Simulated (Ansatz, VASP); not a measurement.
# One calculation of Mo, two programs

```xyz
1
Lattice="-1.5764 1.5764 1.5764 1.5764 -1.5764 1.5764 1.5764 1.5764 -1.5764" Properties=species:S:1:pos:R:3 pbc="T T T"
Mo    0.0000    0.0000    0.0000
```

Alike in both runs: task single point; functional r2SCAN; k mesh 9 × 9 × 9; occupations fermi-dirac, width 0.1 eV; no spin polarisation.

|  | VASP | Ansatz |
| --- | --- | --- |
| version | VASP 6.6.1 | Ansatz 0.2.0 |
| potentials or method | VASP PAW PBE potentials, release 64 (Mo_sv), cutoff 520 eV | plane waves (500 eV) with PAW, scalar-relativistic |
| valence electrons in the cell | 14 | 14 |

```tsv
	VASP	Ansatz	Ansatz less VASP
pressure (GPa)	0.3	-0.8	-1.13
```

VASP's potentials were made for PBE, not for r2SCAN.
